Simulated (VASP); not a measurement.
# RbBr (R-3m) in VASP: settings compared

Aim: see how the results for RbBr move with the level of theory and the settings. Levels: PBE, r2SCAN, HSE06. Tasks: single point.

Everything below comes from runs of VASP 6.6.1. Logs are shortened: lines on timing, memory, paths and dates and some standing lists are left out, and cuts for length are marked.

## (1) The cell of the first run

It takes space group R-3m (No. 166, trigonal). Conventional cell: a = 6.150 Å, b = 6.150 Å, c = 6.915 Å, α = 90.00°, β = 90.00°, γ = 120.00°. Rb (site symmetry -3m) has 8 Br at 3.46 to 3.73 Å and 6 Rb at 4.23 Å within 4.5 Å. Br (site symmetry -3m) has 8 Rb at 3.46 to 3.73 Å and 6 Br at 4.23 Å within 4.5 Å.

## (2) Single point, PBE (epitaxial 111 strain +5.3%)

The input, INCAR:

```
SYSTEM = RbBr
ALGO = Normal
EDIFF = 1E-6
ENCUT = 520
GGA = PE
ISIF = 2
ISMEAR = -1
LASPH = .True.
LCHARG = .False.
LREAL = .False.
LWAVE = .False.
NBANDS = 15
NELM = 60
PREC = Accurate
SIGMA = 0.02
```

The input, KPOINTS:

```
k-points
0
Gamma
  6 6 6
  0 0 0
```

The input, POSCAR:

```
RbBr
1.0
    4.2297890482     -0.1185688872     -0.1185688872
   -0.1185688872      4.2297890482     -0.1185688872
   -0.1185688872     -0.1185688872      4.2297890482
Rb Br
1 1
Direct
    0.0000000000      0.0000000000      0.0000000000
    0.5000000000      0.5000000000      0.5000000000
```

Potentials or basis: VASP PAW PBE potentials, release 64 (Rb_sv, Br).

Launch:

```
cat potpaw_PBE.64/Rb_sv/POTCAR potpaw_PBE.64/Br/POTCAR > POTCAR
mpirun -np 1 vasp_std > vasp.out
```

OUTCAR:

```text
SYSTEM = RbBr
   EDIFF = 1E-6
   ENCUT = 520
   GGA = PE
   ISIF = 2
   ISMEAR = -1
   LASPH = .True.
   LREAL = .False.
   NELM = 60
   PREC = Accurate

 ion  position               nearest neighbor table
   1  0.000  0.000  0.000-   2 3.46   2 3.46   2 3.73   2 3.73   2 3.73   2 3.73   2 3.73   2 3.73

   2  0.500  0.500  0.500-   1 3.46   1 3.46   1 3.73   1 3.73   1 3.73   1 3.73   1 3.73   1 3.73

  LATTYP: Found a trigonal (rhomboedric) cell.
 ALAT       =     4.2331114507
 COS(alpha) =    -0.0551912130

  Lattice vectors:

 A1 = (   4.2297890482,  -0.1185688872,  -0.1185688872)
 A2 = (  -0.1185688872,   4.2297890482,  -0.1185688872)
 A3 = (  -0.1185688872,  -0.1185688872,   4.2297890482)

Analysis of symmetry for initial positions (statically):
=====================================================================
 Subroutine PRICEL returns:
 Original cell was already a primitive cell.

 Routine SETGRP: Setting up the symmetry group for a
 trigonal (rhombohedral) supercell.

 Subroutine GETGRP returns: Found 12 space group operations
 (whereof 12 operations were pure point group operations)
 out of a pool of 12 trial point group operations.

The static configuration has the point symmetry D_3d.

Analysis of symmetry for dynamics (positions and initial velocities):
=====================================================================
 Subroutine PRICEL returns:
 Original cell was already a primitive cell.

 Routine SETGRP: Setting up the symmetry group for a
 trigonal (rhombohedral) supercell.

 Subroutine GETGRP returns: Found 12 space group operations
 (whereof 12 operations were pure point group operations)
 out of a pool of 12 trial point group operations.

The dynamic configuration has the point symmetry D_3d.

 Subroutine INISYM returns: Found 12 space group operations
 (whereof 12 operations are pure point group operations),
 and found     1 'primitive' translations

----------------------------------------------------------------------------------------

                                     Primitive cell

  volume of cell :      75.4939

  direct lattice vectors                    reciprocal lattice vectors
     4.229789048 -0.118568887 -0.118568887     0.236801293  0.006829424  0.006829424
    -0.118568887  4.229789048 -0.118568887     0.006829424  0.236801293  0.006829424
    -0.118568887 -0.118568887  4.229789048     0.006829424  0.006829424  0.236801293

  length of vectors
     4.233111451  4.233111451  4.233111451     0.236998174  0.236998174  0.236998174

  position of ions in fractional coordinates (direct lattice)
     0.000000000  0.000000000  0.000000000
     0.500000000  0.500000000  0.500000000

  ion indices of the primitive-cell ions
   primitive index   ion index
                 1           1
                 2           2

----------------------------------------------------------------------------------------

 KPOINTS: k-points

Automatic generation of k-mesh.
 Grid dimensions read from file:
 generate k-points for:    6    6    6

 Generating k-lattice:

  Cartesian coordinates                     Fractional coordinates (reciprocal lattice)
     0.039466882  0.001138237  0.001138237     0.166666667 -0.000000000 -0.000000000
     0.001138237  0.039466882  0.001138237    -0.000000000  0.166666667 -0.000000000
     0.001138237  0.001138237  0.039466882    -0.000000000 -0.000000000  0.166666667

  Length of vectors
     0.039499696  0.039499696  0.039499696

  Shift w.r.t. Gamma in fractional coordinates (k-lattice)
     0.000000000  0.000000000  0.000000000

 Subroutine IBZKPT returns following result:
 ===========================================

 Found     32 irreducible k-points:

 Following reciprocal coordinates:
            Coordinates               Weight
  0.000000  0.000000  0.000000      1.000000
  0.166667 -0.000000 -0.000000      6.000000
  0.333333  0.000000  0.000000      6.000000
  0.500000  0.000000  0.000000      3.000000
  0.166667  0.166667  0.000000      6.000000
  0.333333  0.166667  0.000000     12.000000
[... 16 lines left out ...]
  0.500000  0.500000  0.166667      6.000000
 -0.333333  0.500000  0.166667     12.000000
 [... further k-points ...]
   k-points           NKPTS =     32   k-points in BZ     NKDIM =     32   number of bands    NBANDS=     15
   number of dos      NEDOS =    301   number of ions     NIONS =      2
   total plane-waves  NPLWV =  32768
   dimension x,y,z NGX =    32 NGY =   32 NGZ =   32
   dimension x,y,z NGXF=    64 NGYF=   64 NGZF=   64
   ions per type =               1   1
   NGX,Y,Z   is equivalent  to a cutoff of  12.57, 12.57, 12.57 a.u.
   NGXF,Y,Z  is equivalent  to a cutoff of  25.13, 25.13, 25.13 a.u.
 SYSTEM =  RbBr
   PREC   = accura    normal or accurate (medium, high low for compatibility)
   ISTART =      0    job   : 0-new  1-cont  2-samecut
   ICHARG =      2    charge: 1-file 2-atom 10-const
   ISPIN  =      1    spin polarized calculation?
   LNONCOLLINEAR =      F non collinear calculations
   LSORBIT =      F    spin-orbit coupling
   LASPH  =      T    aspherical Exc in radial PAW
   ENCUT  =  520.0 eV  38.22 Ry    6.18 a.u.   7.87  7.87  7.87*2*pi/ulx,y,z
   NELM   =     60;   NELMIN=  2; NELMDL= -5     # of ELM steps
   EDIFF  = 0.1E-05   stopping-criterion for ELM
   LREAL  =      F    real-space projection
   EDIFFG = 0.1E-04   stopping-criterion for IOM
   NSW    =      0    number of steps for IOM
   IBRION =     -1    ionic relax: 0-MD 1-quasi-New 2-CG
   NFREE  =      0    steps in history (QN), initial steepest desc. (CG)
   ISIF   =      2    stress and relaxation
   ISYM   =      2    0-nonsym 1-usesym 2-fastsym
   POTIM  = 0.5000    time-step for ionic-motion
   TEBEG  =    0.0;   TEEND  =   0.0 temperature during run
   PSTRESS=    0.0 pullay stress
   NELECT =      16.0000    total number of electrons
   NUPDOWN=      -1.0000    fix difference up-down
   EMIN   =  10.00;   EMAX   =-10.00  energy-range for DOS
   EFERMI =   0.00;   METHOD = LEGACY
   ISMEAR =    -1;   SIGMA  =   0.02  broadening in eV -4-tet -1-fermi 0-gaus
   EFERMI_NEDOS =   21; number of points for ismear=-14 and -15
   IALGO  =     38    algorithm
   IMIX   =      4    mixing-type and parameters
     AMIX     =   0.40;   BMIX     =  1.00
     AMIX_MAG =   1.60;   BMIX_MAG =  1.00
  volume/ion in A,a.u.               =      37.75       254.73
  Fermi-wavevector in a.u.,A,eV,Ry     =   0.976062  1.844490 12.962236  0.952697
  Thomas-Fermi vector in A             =   2.106651
   LORBIT       =      0    0 simple, 1 ext, 2 COOP (PROOUT), +10 PAW based schemes
   GGA     = PE    functional components
   LHFCALC =     F    Hartree Fock is set to
   AEXX    =    0.0000 exact exchange contribution
   IVDW    =     0    specifies the selected vdW correction
   LEPSILON=     F    determine dielectric tensor
   LRPA    =     F    only Hartree local field effects (RPA)
 non-spin polarized calculation
  energy-cutoff  :      520.00
  volume of cell :       75.49
 maximum number of plane-waves:      2060
   NGX = 15   NGY = 15   NGZ = 15

 number of electron      15.9999998 magnetization

 Free energy of the ion-electron system (eV)
  ---------------------------------------------------
  ext. energy  EPLUGINS =         0.00000000
  ---------------------------------------------------
  free energy    TOTEN  =        -5.99197672 eV

  energy without entropy =       -5.99197672  energy(sigma->0) =       -5.99197672

 E-fermi :  -0.5308     XC(G=0):  -7.6193

 val. band max:       -1.0053866502   @ k =   0.5000   0.5000   0.0000
 cond. band min:       2.8559703211   @ k =   0.0000   0.0000   0.0000
 fundamental gap:      3.8613569714
 Fermi energy:        -0.5307657807

 k-point     1 :       0.0000    0.0000    0.0000
  band No.  band energies     occupation
      1     -26.1941      2.00000
      2     -13.5064      2.00000
      3     -10.2010      2.00000
      4     -10.1900      2.00000
      5     -10.1900      2.00000
      6      -1.1764      2.00000
      7      -1.1326      2.00000
      8      -1.1326      2.00000
      9       2.8560      0.00000
     10       4.6757      0.00000
     11       4.6757      0.00000
     12       8.4433      0.00000
     13       8.7741      0.00000
     14       8.7741      0.00000
     15      11.5583      0.00000

 k-point     2 :       0.1667   -0.0000   -0.0000
  band No.  band energies     occupation
      1     -26.1905      2.00000
      2     -13.5049      2.00000
      3     -10.2245      2.00000
      4     -10.1846      2.00000
      5     -10.1824      2.00000
      6      -1.5864      2.00000
      7      -1.1920      2.00000
      8      -1.1314      2.00000
      9       3.4618      0.00000
     10       4.8762      0.00000
     11       5.1916      0.00000
     12       8.5190      0.00000
     13       8.5440      0.00000
     14       8.8581      0.00000
     15      10.3332      0.00000

 k-point     3 :       0.3333    0.0000    0.0000
  band No.  band energies     occupation
      1     -26.1831      2.00000
      2     -13.5031      2.00000
      3     -10.2845      2.00000
      4     -10.1672      2.00000
      5     -10.1547      2.00000
      6      -2.2570      2.00000
      7      -1.2571      2.00000
      8      -1.1300      2.00000
      9       4.7197      0.00000
     10       5.4283      0.00000
     11       6.1555      0.00000
     12       8.2089      0.00000
     13       8.6864      0.00000
     14       8.7472      0.00000
     15       9.2124      0.00000
[... 343 lines left out ...]
 k-point    23 :       0.5000    0.5000    0.1667
  band No.  band energies     occupation
      1     -26.1627      2.00000
      2     -13.3351      2.00000
      3     -10.4344      2.00000
      4     -10.4045      2.00000
      5     -10.1944      2.00000
      6      -2.0458      2.00000
      7      -1.9691      2.00000
      8      -1.3527      2.00000
      9       4.7622      0.00000
     10       5.8365      0.00000
     11       6.7941      0.00000
     12       7.0369      0.00000
     13       8.7569      0.00000
     14       9.2265      0.00000
     15      10.3017      0.00000

 k-point    24 :      -0.3333    0.5000    0.1667
  band No.  band energies     occupation
      1     -26.1661      2.00000
      2     -13.3759      2.00000
      3     -10.3968      2.00000
      4     -10.3406      2.00000
      5     -10.1944      2.00000
      6      -2.1389      2.00000
      7      -1.8552      2.00000
      8      -1.3719      2.00000
      9       5.0579      0.00000
     10       5.8694      0.00000
     11       6.8084      0.00000
     12       7.3834      0.00000
     13       8.1099      0.00000
     14       8.6689      0.00000
     15      10.3090      0.00000

 [... further k-points ...]

------------------------ aborting loop because EDIFF is reached ----------------------------------------

  FORCE on cell =-STRESS in cart. coord.  units (eV):
  Direction    XX          YY          ZZ          XY          YZ          ZX
  --------------------------------------------------------------------------------------
  -------------------------------------------------------------------------------------
  Total       -0.0308717     -0.0308717     -0.0308717      0.1700882      0.1700882      0.1700882
  in kB       -0.6551788     -0.6551788     -0.6551788      3.6097143      3.6097143      3.6097143
  external PRESSURE =      -0.6551788 kB  Pullay stress =       0.0000000 kB

 VOLUME and BASIS-vectors are now :
 -----------------------------------------------------------------------------
  energy-cutoff  :      520.00
  volume of cell :       75.49
      direct lattice vectors                 reciprocal lattice vectors
     4.229789048 -0.118568887 -0.118568887     0.236801293  0.006829424  0.006829424
    -0.118568887  4.229789048 -0.118568887     0.006829424  0.236801293  0.006829424
    -0.118568887 -0.118568887  4.229789048     0.006829424  0.006829424  0.236801293

 POSITION                                       TOTAL-FORCE (eV/Angst)
 -----------------------------------------------------------------------------------
      0.00000      0.00000      0.00000         0.000000     -0.000000      0.000000
      1.99633      1.99633      1.99633        -0.000000      0.000000      0.000000
 -----------------------------------------------------------------------------------
    total drift:                                0.000000      0.000000     -0.000000

  FREE ENERGIE OF THE ION-ELECTRON SYSTEM (eV)
  ---------------------------------------------------
  free  energy   TOTEN  =        -5.9919767199 eV

  energy  without entropy=       -5.9919767199  energy(sigma->0) =       -5.99197672
```

Run time: 12 s. Hardware: 1 thread of Intel Xeon Platinum 8488C (Sapphire Rapids), shared host; peak memory 0.18 GiB.

What came out:

| Item | Value |
| --- | --- |
| Free energy | -5.9920 eV |
| Pressure | -0.1 GPa |
| Band gap on the k mesh | 3.86 eV (least direct gap 3.99 eV) |

Stress tensor (GPa, compression positive):
```
-0.07  0.36  0.36
 0.36 -0.07  0.36
 0.36  0.36 -0.07
```

Caveat: the cell differs from its parent crystal (epitaxial 111 strain +5.3%). A k mesh can miss the band edges.

[end of part 1 of 2]
